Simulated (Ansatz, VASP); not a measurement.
## BaCaBr4: VASP beside Ansatz

```
Ba Ca Br
1.0
     8.51526    0.00000    0.00000
     0.00000    8.51526    0.00000
     0.00000    0.00000    4.59120
Ba Ca Br
1 1 4
Direct
  0.50000 0.50000 0.00000
  0.00000 0.00000 0.50000
  0.68295 0.00000 0.50000
  0.31705 0.00000 0.50000
  0.00000 0.68295 0.50000
  0.00000 0.31705 0.50000
```

Alike in both runs: functional PBE; k mesh 6 × 6 × 8; occupations gaussian, width 0.1 eV; no spin polarisation.

Ansatz relaxed the structure, and its values are those at the end. VASP's run is a single point on that final structure, the one shown.

```csv
,VASP,Ansatz
version,VASP 6.6.1,Ansatz 0.2.0
potentials or method,"VASP PAW PBE potentials, release 64 (Ba_sv, Ca_sv, Br), cutoff 520 eV","scalar-relativistic, plane waves, PAW"
valence electrons in the cell,48,48
```

```csv
,VASP,Ansatz,Ansatz less VASP
gap on the k mesh at the Fermi level (eV),none,none,-
pressure (GPa),0.0,0.0,-0.03
rms of the force components (eV/Å),0.012,0.003,-0.0089
```

A gap of «none» marks a metal or a gap that the smearing closes. With one functional, cell and mesh, what is left measures potentials, basis and numerics.

Neither program's run includes spin-orbit coupling.
